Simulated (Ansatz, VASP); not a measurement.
CaO: VASP beside Ansatz

File INCAR:

```
SYSTEM = CaO
PREC = Accurate
ENCUT = 520
EDIFF = 1E-6
ISMEAR = 0
SIGMA = 0.05
LREAL = .False.
LASPH = .True.
NELM = 80
ALGO = Normal
ISIF = 2
LWAVE = .False.
LCHARG = .True.
GGA = PE
LELF = .True.
LVHAR = .True.
NBANDS = 24
```

KPOINTS

```
Automatic mesh
0
Gamma
  9 9 6
  0 0 0
```

Contents of POSCAR:

```
CaO
1.0
    3.7776089904      0.0000000000      0.0000000000
   -1.8888044952      3.5260675190      0.0000000000
    0.0000000000      0.0000000000      5.0000688124
Ca O
2 2
Direct
    0.3333333333      0.6666666667      0.7500000000
    0.6666666667      0.3333333333      0.2500000000
    0.3333333333      0.6666666667      0.2500000000
    0.6666666667      0.3333333333      0.7500000000
```

Input for Ansatz:

```yaml
crystal:
  lattice:
    - [3.7776089904, 0.0, 0.0]
    - [-1.8888044952, 3.526067519, 0.0]
    - [0.0, 0.0, 5.0000688124]
  atoms:
    - { symbol: Ca, position: [0.3333333333, 0.6666666667, 0.75] }
    - { symbol: Ca, position: [0.6666666667, 0.3333333333, 0.25] }
    - { symbol: O, position: [0.3333333333, 0.6666666667, 0.25] }
    - { symbol: O, position: [0.6666666667, 0.3333333333, 0.75] }
basis:
  ecutwfc: 520.0
kpoints:
  mp_grid: { grid: [9, 9, 6] }
hamiltonian:
  xc: pbe
scf:
  occupations: { method: gaussian, width: 0.05 }
output:
  forces: true
  stress: true
  eigenvalues: true
```

Change from the starting cell: strain +e along x and -e along y -0.0367, strain +e along z and -e/2 along x and y +0.0400.

Alike in both runs: task single point; functional PBE; k mesh 9 × 9 × 6; occupations gaussian, width 0.05 eV; no spin polarisation.

```csv
,VASP,Ansatz
version,VASP 6.6.1,Ansatz 0.2.0
potentials or method,"VASP PAW PBE potentials, release 64 (Ca_sv, O), cutoff 520 eV","scalar-relativistic, plane waves, PAW"
valence electrons in the cell,32,32
```

|  | VASP | Ansatz | Ansatz less VASP |
| --- | --- | --- | --- |
| gap on the k mesh at the Fermi level (eV) | 3.26 | 3.27 | +0.011 |
| least direct gap on the mesh (eV) | 3.26 | 3.27 | +0.011 |
| pressure (GPa) | 1.2 | 0.7 | -0.50 |
| traceless stress, the component that is largest in VASP (GPa) | 5.66 | 5.49 | -0.173 |
| rms of the force components (eV/Å) | 0.264 | 0.250 | -0.0136 |

Atom by atom the forces differ by 0.014 eV/Å (rms over components).
